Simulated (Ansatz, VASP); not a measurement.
# ScSi2: VASP beside Ansatz

INCAR

```
SYSTEM = ScSi2
PREC = Accurate ; ENCUT = 520
EDIFF = 1E-8 ; ISMEAR = -1
SIGMA = 0.05 ; LREAL = .FALSE.
LASPH = .TRUE. ; NELM = 100
ALGO = Normal ; ISIF = 2
LWAVE = .FALSE. ; LCHARG = .FALSE.
GGA = PS ; LEFG = .TRUE.
NBANDS = 16
```

Contents of KPOINTS:

```
regular mesh
0
G
  13 13 11
  0 0 0
```

File POSCAR:

```
ScSi2
1.0
    3.7317816154      0.0000000000      0.0000000000
   -1.8658908077      3.2318176803      0.0000000000
    0.0000000000      0.0000000000      3.9459016228
Sc Si
1 2
Direct
    0.0000000000      0.0000000000      0.0000000000
    0.3333333333      0.6666666667      0.5000000000
    0.6666666667      0.3333333333      0.5000000000
```

Input for Ansatz:

```yaml
crystal:
  lattice:
    - [3.7317816154, 0.0, 0.0]
    - [-1.8658908077, 3.2318176803, 0.0]
    - [0.0, 0.0, 3.9459016228]
  atoms:
    - { symbol: Sc, position: [0.0, 0.0, 0.0] }
    - { symbol: Si, position: [0.3333333333, 0.6666666667, 0.5] }
    - { symbol: Si, position: [0.6666666667, 0.3333333333, 0.5] }
kpoints:
  mp_grid: { grid: [13, 13, 11] }
scf:
  occupations: { method: fermi_dirac, width: 0.05 }
hamiltonian:
  xc: pbesol
  pseudopotentials: { kind: all_electron, datasets: crystal }
output:
  forces: true
  stress: true
  eigenvalues: true
  efg: { contact_densities: true }
```

Change from the starting cell: volume scaled by 1.06, crystal datasets.

Alike in both runs: task electric field gradients; functional PBEsol; k mesh 13 × 13 × 11; occupations fermi-dirac, width 0.05 eV; no spin polarisation.

|  | VASP | Ansatz |
| --- | --- | --- |
| version | VASP 6.6.1 | Ansatz 0.2.0 |
| potentials or method | VASP PAW PBE potentials, release 64 (Sc_sv, Si), cutoff 520 eV | all-electron PAW with datasets made for the crystal, scalar-relativistic |

|  | VASP | Ansatz | Ansatz less VASP |
| --- | --- | --- | --- |
| pressure (GPa) | 12.1 | 11.8 | -0.32 |
| traceless stress, the component that is largest in VASP (GPa) | -19.23 | -19.13 | +0.100 |
| size of Vzz on the site where it differs most (V/Å²) | 12.8 | 7.2 | -5.64 |

VASP's potentials were made for PBE, not for PBEsol. Ansatz ran all-electron here, and VASP with PAW potentials.
